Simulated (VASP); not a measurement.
Wanted: the native input for a VASP 6.6.1 run.

```yaml
Task: single point
Functional: LDA
Potentials_or_basis: VASP PAW LDA potentials, release 64 (Cl)
Cutoff: 520 eV
k_mesh: 7 × 7 × 4
Occupations: fermi-dirac, width 0.05 eV
Spin: no spin polarisation
Dipole_correction: no
Further_INCAR_settings: ALGO = Normal; EDIFF = 1e-06; NBANDS = 22
```

The structure of Cl lies in POSCAR:

```
Cl
1.0
    3.2066823265     -2.2941288504      0.0000000000
    3.2066823265      2.2941288504      0.0000000000
    0.0000000000      0.0000000000      8.3710212721
Cl
4
Direct
    0.3700000000      0.6300000000      0.4000000000
    0.1300000000      0.8700000000      0.9000000000
    0.6300000000      0.3700000000      0.6000000000
    0.8700000000      0.1300000000      0.1000000000
```

This cell differs from its parent crystal: volume scaled by 1.06.

These files were run (other wordings do the same):

INCAR

```
SYSTEM = Cl
ALGO = Normal
EDIFF = 1E-6
ENCUT = 520
GGA = CA
ISIF = 2
ISMEAR = -1
LASPH = .True.
LCHARG = .True.
LELF = .True.
LREAL = .False.
LVHAR = .True.
LWAVE = .False.
NBANDS = 22
NELM = 100
PREC = Accurate
SIGMA = 0.05
```

KPOINTS

```
k-points
0
Gamma
  7 7 4
  0 0 0
```

Potentials or basis: VASP PAW LDA potentials, release 64 (Cl).

The run is started by

```sh
$ cat potpaw_LDA.64/Cl/POTCAR > POTCAR
$ mpirun -np 1 vasp_std > vasp.out
```

It gave:

| Item | Value |
| --- | --- |
| Pressure | -3.8 GPa |
| Largest force | 0.905 eV/Å |
| Band gap on the k mesh | 2.16 eV, indirect (least direct gap 2.21 eV) |

It took 43 s on 1 thread of Intel(R) Xeon(R) 6975P-C (Granite Rapids), on a shared host, peak memory 0.23 GiB.
